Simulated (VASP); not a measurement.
# MgCd3 (Pm-3m) in VASP: notebook

MgCd3 is run at these levels: LDA; tasks: single point.

Everything below comes from runs of VASP 6.6.1. Logs are shortened: lines on timing, memory, paths and dates and some standing lists are left out, and cuts for length are marked.

### Step 1. The cell of the first run

It takes space group Pm-3m (No. 221, cubic). The conventional cell has a = 4.502 Å, b = 4.502 Å, c = 4.502 Å, α = 90.00°, β = 90.00°, γ = 90.00°. Within 4.2 Å of Mg (site symmetry m-3m) lie 12 Cd at 3.18 Å. Within 4.2 Å of Cd (site symmetry 4/mmm) lie 4 Mg at 3.18 Å and 8 Cd at 3.18 Å.

### Step 2. Single point, LDA

The input, INCAR:

```
SYSTEM = MgCd3
  PREC = Accurate
  ENCUT = 520
  EDIFF = 1E-7
  ISMEAR = 0
  SIGMA = 0.15
  LREAL = .False.
  LASPH = .True.
  NELM = 100
  ALGO = Normal
  ISIF = 2
  LWAVE = .False.
  LCHARG = .False.
  GGA = CA
  NBANDS = 27
```

The input, KPOINTS:

```
regular mesh
0
Gamma
  5 5 5
  0 0 0
```

The input, POSCAR:

```
MgCd3
1.0
    4.5022187137      0.0000000000      0.0000000000
    0.0000000000      4.5022187137      0.0000000000
    0.0000000000      0.0000000000      4.5022187137
Mg Cd
1 3
Direct
    0.0000000000      0.0000000000      0.0000000000
    0.5000000000      0.5000000000      0.0000000000
    0.5000000000      0.0000000000      0.5000000000
    0.0000000000      0.5000000000      0.5000000000
```

Potentials or basis: VASP PAW LDA potentials, release 64 (Mg, Cd).

Run with:

```sh
cat potpaw_LDA.64/Mg/POTCAR potpaw_LDA.64/Cd/POTCAR > POTCAR
mpirun -np 1 vasp_std > vasp.out
```

OUTCAR:

```text
SYSTEM = MgCd3
   PREC = Accurate
   ENCUT = 520
   EDIFF = 1E-7
   ISMEAR = 0
   LREAL = .False.
   LASPH = .True.
   NELM = 100
   ISIF = 2
   GGA = CA

 ion  position               nearest neighbor table
   1  0.000  0.000  0.000-   2 3.18   3 3.18   4 3.18   3 3.18   4 3.18   2 3.18   4 3.18   4 3.18
                             2 3.18   3 3.18   3 3.18   2 3.18
   2  0.500  0.500  0.000-   1 3.18   3 3.18   4 3.18   3 3.18   4 3.18   1 3.18   3 3.18   3 3.18
                             1 3.18   4 3.18   4 3.18   1 3.18
   3  0.500  0.000  0.500-   1 3.18   2 3.18   4 3.18   1 3.18   2 3.18   2 3.18   4 3.18   2 3.18
                             1 3.18   4 3.18   1 3.18   4 3.18
   4  0.000  0.500  0.500-   1 3.18   2 3.18   3 3.18   1 3.18   2 3.18   1 3.18   3 3.18   1 3.18
                             2 3.18   3 3.18   2 3.18   3 3.18

  LATTYP: Found a simple cubic cell.
 ALAT       =     4.5022187137

  Lattice vectors:

 A1 = (   4.5022187137,   0.0000000000,   0.0000000000)
 A2 = (   0.0000000000,   4.5022187137,   0.0000000000)
 A3 = (   0.0000000000,   0.0000000000,   4.5022187137)

Analysis of symmetry for initial positions (statically):
=====================================================================
 Subroutine PRICEL returns:
 Original cell was already a primitive cell.

 Routine SETGRP: Setting up the symmetry group for a
 simple cubic supercell.

 Subroutine GETGRP returns: Found 48 space group operations
 (whereof 48 operations were pure point group operations)
 out of a pool of 48 trial point group operations.

The static configuration has the point symmetry O_h .

Analysis of symmetry for dynamics (positions and initial velocities):
=====================================================================
 Subroutine PRICEL returns:
 Original cell was already a primitive cell.

 Routine SETGRP: Setting up the symmetry group for a
 simple cubic supercell.

 Subroutine GETGRP returns: Found 48 space group operations
 (whereof 48 operations were pure point group operations)
 out of a pool of 48 trial point group operations.

The dynamic configuration has the point symmetry O_h .

 Subroutine INISYM returns: Found 48 space group operations
 (whereof 48 operations are pure point group operations),
 and found     1 'primitive' translations

----------------------------------------------------------------------------------------

                                     Primitive cell

  volume of cell :      91.2599

  direct lattice vectors                    reciprocal lattice vectors
     4.502218714  0.000000000  0.000000000     0.222112710  0.000000000  0.000000000
     0.000000000  4.502218714  0.000000000     0.000000000  0.222112710  0.000000000
     0.000000000  0.000000000  4.502218714     0.000000000  0.000000000  0.222112710

  length of vectors
     4.502218714  4.502218714  4.502218714     0.222112710  0.222112710  0.222112710

  position of ions in fractional coordinates (direct lattice)
     0.000000000  0.000000000  0.000000000
     0.500000000  0.500000000  0.000000000
     0.500000000  0.000000000  0.500000000
     0.000000000  0.500000000  0.500000000

  ion indices of the primitive-cell ions
   primitive index   ion index
                 1           1
                 2           2
                 3           3
                 4           4

----------------------------------------------------------------------------------------

 KPOINTS: regular mesh

Automatic generation of k-mesh.
 Grid dimensions read from file:
 generate k-points for:    5    5    5

 Generating k-lattice:

  Cartesian coordinates                     Fractional coordinates (reciprocal lattice)
     0.044422542  0.000000000  0.000000000     0.200000000  0.000000000  0.000000000
     0.000000000  0.044422542  0.000000000     0.000000000  0.200000000  0.000000000
     0.000000000  0.000000000  0.044422542     0.000000000  0.000000000  0.200000000

  Length of vectors
     0.044422542  0.044422542  0.044422542

  Shift w.r.t. Gamma in fractional coordinates (k-lattice)
     0.000000000  0.000000000  0.000000000

 Subroutine IBZKPT returns following result:
 ===========================================

 Found     10 irreducible k-points:

 Following reciprocal coordinates:
            Coordinates               Weight
  0.000000  0.000000  0.000000      1.000000
  0.200000  0.000000  0.000000      6.000000
  0.400000  0.000000  0.000000      6.000000
  0.200000  0.200000  0.000000     12.000000
  0.400000  0.200000  0.000000     24.000000
  0.400000  0.400000  0.000000     12.000000
  0.200000  0.200000  0.200000      8.000000
  0.400000  0.200000  0.200000     24.000000
  0.400000  0.400000  0.200000     24.000000
  0.400000  0.400000  0.400000      8.000000
   k-points           NKPTS =     10   k-points in BZ     NKDIM =     10   number of bands    NBANDS=     27
   number of dos      NEDOS =    301   number of ions     NIONS =      4
   total plane-waves  NPLWV =  46656
   dimension x,y,z NGX =    36 NGY =   36 NGZ =   36
   dimension x,y,z NGXF=    72 NGYF=   72 NGZF=   72
   ions per type =               1   3
   NGX,Y,Z   is equivalent  to a cutoff of  13.29, 13.29, 13.29 a.u.
   NGXF,Y,Z  is equivalent  to a cutoff of  26.59, 26.59, 26.59 a.u.
 SYSTEM =  MgCd3
   PREC   = accura    normal or accurate (medium, high low for compatibility)
   ISTART =      0    job   : 0-new  1-cont  2-samecut
   ICHARG =      2    charge: 1-file 2-atom 10-const
   ISPIN  =      1    spin polarized calculation?
   LNONCOLLINEAR =      F non collinear calculations
   LSORBIT =      F    spin-orbit coupling
   LASPH  =      T    aspherical Exc in radial PAW
   ENCUT  =  520.0 eV  38.22 Ry    6.18 a.u.   8.37  8.37  8.37*2*pi/ulx,y,z
   NELM   =    100;   NELMIN=  2; NELMDL= -5     # of ELM steps
   EDIFF  = 0.1E-06   stopping-criterion for ELM
   LREAL  =      F    real-space projection
   EDIFFG = 0.1E-05   stopping-criterion for IOM
   NSW    =      0    number of steps for IOM
   IBRION =     -1    ionic relax: 0-MD 1-quasi-New 2-CG
   NFREE  =      0    steps in history (QN), initial steepest desc. (CG)
   ISIF   =      2    stress and relaxation
   ISYM   =      2    0-nonsym 1-usesym 2-fastsym
   POTIM  = 0.5000    time-step for ionic-motion
   TEBEG  =    0.0;   TEEND  =   0.0 temperature during run
   PSTRESS=    0.0 pullay stress
   NELECT =      38.0000    total number of electrons
   NUPDOWN=      -1.0000    fix difference up-down
   EMIN   =  10.00;   EMAX   =-10.00  energy-range for DOS
   EFERMI =   0.00;   METHOD = LEGACY
   ISMEAR =     0;   SIGMA  =   0.15  broadening in eV -4-tet -1-fermi 0-gaus
   EFERMI_NEDOS =   21; number of points for ismear=-14 and -15
   IALGO  =     38    algorithm
   IMIX   =      4    mixing-type and parameters
     AMIX     =   0.40;   BMIX     =  1.00
     AMIX_MAG =   1.60;   BMIX_MAG =  1.00
  volume/ion in A,a.u.               =      22.81       153.96
  Fermi-wavevector in a.u.,A,eV,Ry     =   1.222483  2.310158 20.333421  1.494464
  Thomas-Fermi vector in A             =   2.357628
   LORBIT       =      0    0 simple, 1 ext, 2 COOP (PROOUT), +10 PAW based schemes
   GGA     = CA    functional components
   LHFCALC =     F    Hartree Fock is set to
   AEXX    =    0.0000 exact exchange contribution
   IVDW    =     0    specifies the selected vdW correction
   LEPSILON=     F    determine dielectric tensor
   LRPA    =     F    only Hartree local field effects (RPA)
 non-spin polarized calculation
 Gauss-broadening in eV      SIGMA  =   0.15
  energy-cutoff  :      520.00
  volume of cell :       91.26
 maximum number of plane-waves:      2517
 NGX is ok and might be reduce to    36
   NGX = 17   NGY = 17   NGZ = 17

 number of electron      38.0000029 magnetization

 Free energy of the ion-electron system (eV)
  ---------------------------------------------------
  ext. energy  EPLUGINS =         0.00000000
  ---------------------------------------------------
  free energy    TOTEN  =        -6.57264598 eV

  energy without entropy =       -6.55443556  energy(sigma->0) =       -6.56354077

 E-fermi :   2.4549     XC(G=0): -10.4894

 val. band max:        2.3128103532   @ k =   0.4000   0.4000   0.4000
 cond. band min:       2.5905531098   @ k =   0.2000   0.2000   0.0000
 fundamental gap:      0.2777427566
 Fermi energy:         2.4549385016

 k-point     1 :       0.0000    0.0000    0.0000
  band No.  band energies     occupation
      1      -7.0569      2.00000
      2      -6.9586      2.00000
      3      -6.9586      2.00000
      4      -6.9586      2.00000
      5      -6.7545      2.00000
      6      -6.7545      2.00000
[... 19 lines left out ...]
     26       8.9901      0.00000
     27       8.9901      0.00000

 k-point     2 :       0.2000    0.0000    0.0000
  band No.  band energies     occupation
      1      -6.9705      2.00000
      2      -6.9328      2.00000
      3      -6.8757      2.00000
      4      -6.8757      2.00000
      5      -6.7339      2.00000
      6      -6.6719      2.00000
[... 19 lines left out ...]
     26       7.8945      0.00000
     27       9.3778      0.00000

 k-point     3 :       0.4000    0.0000    0.0000
  band No.  band energies     occupation
      1      -6.8855      2.00000
      2      -6.8043      2.00000
      3      -6.6689      2.00000
      4      -6.6588      2.00000
      5      -6.6588      2.00000
      6      -6.4895      2.00000
[... 19 lines left out ...]
     26      10.1793      0.00000
     27      10.5105      0.00000

 k-point     4 :       0.2000    0.2000    0.0000
  band No.  band energies     occupation
      1      -6.9069      2.00000
      2      -6.8877      2.00000
      3      -6.8136      2.00000
      4      -6.8129      2.00000
      5      -6.6787      2.00000
      6      -6.6156      2.00000
[... 19 lines left out ...]
     26       7.9934      0.00000
     27       8.0574      0.00000
[... 96 lines left out ...]
      4      -6.6565      2.00000
      5      -6.5423      2.00000
      6      -6.5284      2.00000
[... 19 lines left out ...]
     26       9.0230      0.00000
     27       9.3180      0.00000

 k-point     9 :       0.4000    0.4000    0.2000
  band No.  band energies     occupation
      1      -6.8173      2.00000
      2      -6.7401      2.00000
      3      -6.6835      2.00000
      4      -6.6572      2.00000
      5      -6.6005      2.00000
      6      -6.4924      2.00000
[... 19 lines left out ...]
     26      10.0901      0.00000
     27      11.3086      0.00000

 k-point    10 :       0.4000    0.4000    0.4000
  band No.  band energies     occupation
      1      -6.9200      2.00000
      2      -6.8247      2.00000
      3      -6.7555      2.00000
      4      -6.7555      2.00000
      5      -6.5922      2.00000
      6      -6.5922      2.00000
[... 19 lines left out ...]
     26      12.3639      0.00000
     27      13.1148      0.00000

------------------------ aborting loop because EDIFF is reached ----------------------------------------

  FORCE on cell =-STRESS in cart. coord.  units (eV):
  Direction    XX          YY          ZZ          XY          YZ          ZX
  --------------------------------------------------------------------------------------
  -------------------------------------------------------------------------------------
  Total       -3.6129734     -3.6129734     -3.6129734     -0.0000000     -0.0000000     -0.0000000
  in kB      -63.4301274    -63.4301274    -63.4301274     -0.0000000     -0.0000000     -0.0000000
  external PRESSURE =     -63.4301274 kB  Pullay stress =       0.0000000 kB

 VOLUME and BASIS-vectors are now :
 -----------------------------------------------------------------------------
  energy-cutoff  :      520.00
  volume of cell :       91.26
      direct lattice vectors                 reciprocal lattice vectors
     4.502218714  0.000000000  0.000000000     0.222112710  0.000000000  0.000000000
     0.000000000  4.502218714  0.000000000     0.000000000  0.222112710  0.000000000
     0.000000000  0.000000000  4.502218714     0.000000000  0.000000000  0.222112710

 POSITION                                       TOTAL-FORCE (eV/Angst)
 -----------------------------------------------------------------------------------
      0.00000      0.00000      0.00000         0.000000      0.000000      0.000000
      2.25111      2.25111      0.00000         0.000000      0.000000      0.000000
      2.25111      0.00000      2.25111         0.000000      0.000000      0.000000
      0.00000      2.25111      2.25111         0.000000      0.000000      0.000000
 -----------------------------------------------------------------------------------
    total drift:                                0.000000      0.000000      0.000000

  FREE ENERGIE OF THE ION-ELECTRON SYSTEM (eV)
  ---------------------------------------------------
  free  energy   TOTEN  =        -6.5726459836 eV

  energy  without entropy=       -6.5544355610  energy(sigma->0) =       -6.56354077
```

Run time: 8 s. Hardware: 1 thread of Intel Xeon 6975P-C (Granite Rapids), shared host; peak memory 0.18 GiB.

What came out:

| Item | Value |
| --- | --- |
| Free energy | -6.5726 eV |
| Pressure | -6.3 GPa |
| Band gap on the k mesh | zero (band 19 reaches 3.34 eV, above the bottom of band 20 at 1.44 eV) |

Levels at points of the mesh, in eV from the Fermi level:
| k point | band 16 | band 17 | band 18 | band 19 | band 20 | band 21 | band 22 | band 23 |
| --- | --- | --- | --- | --- | --- | --- | --- | --- |
| (0.00, 0.00, 0.00) | -8.18 | -0.71 | -0.71 | -0.71 | 0.55 | 0.55 | 2.15 | 6.51 |

### Step 3. Single point, LDA

This run uses another cell than the first one, of 23.35 Å³/atom, 1.023 times its volume.

The input, INCAR:

```
PREC     = Accurate       # precision mode
ENCUT    = 520            # plane-wave cutoff, eV
EDIFF    = 1E-7           # SCF threshold, eV
ISMEAR   = 0              # smearing method
SIGMA    = 0.15           # smearing width, eV
LREAL    = False          # projectors in reciprocal space
LASPH    = True           # aspherical terms in the spheres
NELM     = 100            # most SCF steps
ALGO     = Normal         # electronic algorithm
ISIF     = 2              # what is computed and relaxed
LWAVE    = False          # write WAVECAR
LCHARG   = False          # write CHGCAR
NBANDS   = 27             # bands
```

The input, KPOINTS:

```
regular mesh
0
Gamma
  5 5 5
```

The input, POSCAR:

```
MgCd3
1.0
    4.5368525264      0.0000000000      0.0000000000
    0.0000000000      4.5368525264      0.0000000000
    0.0000000000      0.0000000000      4.5368525264
Mg Cd
1 3
Direct
    0.0000000000      0.0000000000      0.0000000000
    0.5000000000      0.5000000000      0.0000000000
    0.5000000000      0.0000000000      0.5000000000
    0.0000000000      0.5000000000      0.5000000000
```

Potentials or basis: VASP PAW LDA potentials, release 64 (Mg, Cd).

Run with:

```sh
cat potpaw_LDA.64/Mg/POTCAR potpaw_LDA.64/Cd/POTCAR > POTCAR
mpirun -np 1 vasp_std > vasp.out
```

OUTCAR:

```text
PREC = Accurate
   ENCUT = 520
   EDIFF = 1E-7
   ISMEAR = 0
   LREAL = False
   LASPH = True
   NELM = 100
   ISIF = 2

 ion  position               nearest neighbor table
   1  0.000  0.000  0.000-   2 3.21   3 3.21   4 3.21   3 3.21   4 3.21   2 3.21   4 3.21   4 3.21
                             2 3.21   3 3.21   3 3.21   2 3.21
   2  0.500  0.500  0.000-   1 3.21   3 3.21   4 3.21   3 3.21   4 3.21   1 3.21   3 3.21   3 3.21
                             1 3.21   4 3.21   4 3.21   1 3.21
   3  0.500  0.000  0.500-   1 3.21   2 3.21   4 3.21   1 3.21   2 3.21   2 3.21   4 3.21   2 3.21
[... 489 lines left out ...]
  -------------------------------------------------------------------------------------
  Total       -4.0517120     -4.0517120     -4.0517120      0.0000000      0.0000000     -0.0000000
  in kB      -69.5160626    -69.5160626    -69.5160626      0.0000000      0.0000000     -0.0000000
  external PRESSURE =     -69.5160626 kB  Pullay stress =       0.0000000 kB

 VOLUME and BASIS-vectors are now :
 -----------------------------------------------------------------------------
  energy-cutoff  :      520.00
  volume of cell :       93.38
      direct lattice vectors                 reciprocal lattice vectors
     4.536852526  0.000000000  0.000000000     0.220417127  0.000000000  0.000000000
     0.000000000  4.536852526  0.000000000     0.000000000  0.220417127  0.000000000
     0.000000000  0.000000000  4.536852526     0.000000000  0.000000000  0.220417127

 POSITION                                       TOTAL-FORCE (eV/Angst)
 -----------------------------------------------------------------------------------
      0.00000      0.00000      0.00000         0.000000      0.000000      0.000000
      2.26843      2.26843      0.00000         0.000000      0.000000      0.000000
      2.26843      0.00000      2.26843         0.000000      0.000000      0.000000
      0.00000      2.26843      2.26843         0.000000      0.000000      0.000000
 -----------------------------------------------------------------------------------
    total drift:                                0.000000      0.000000      0.000000

  FREE ENERGIE OF THE ION-ELECTRON SYSTEM (eV)
  ---------------------------------------------------
  free  energy   TOTEN  =        -6.4845122075 eV

  energy  without entropy=       -6.4667830119  energy(sigma->0) =       -6.47564761
```

stdout:

```text
POSCAR found type information on POSCAR MgCd
 POSCAR found :  2 types and       4 ions
 scaLAPACK will be used
 LDA part: xc-table for (Slater(with rela. corr.)+CA(PZ))
 , standard interpolation
 POSCAR, INCAR and KPOINTS ok, starting setup
 FFT: planning ... GRIDC
 FFT: planning ... GRID_SOFT
 FFT: planning ... GRID
 WAVECAR not read
 entering main loop
```

Wall time 8.4 s (1 thread of Intel Xeon 6975P-C (Granite Rapids), shared host); peak memory 0.18 GiB.

What came out:

```
Free energy            : -6.4845 eV
Pressure               : -7.0 GPa
Band gap on the k mesh : zero (band 19 reaches 3.20 eV, above the bottom of band 20 at 1.30 eV)
```

Levels at points of the mesh, in eV from the Fermi level:
```csv
k point,band 15,band 16,band 17,band 18,band 19,band 20,band 21,band 22,band 23,band 24
"(0.00, 0.00, 0.00)",-8.17,-8.12,-0.66,-0.66,-0.66,0.49,0.49,2.06,6.42,6.42
```
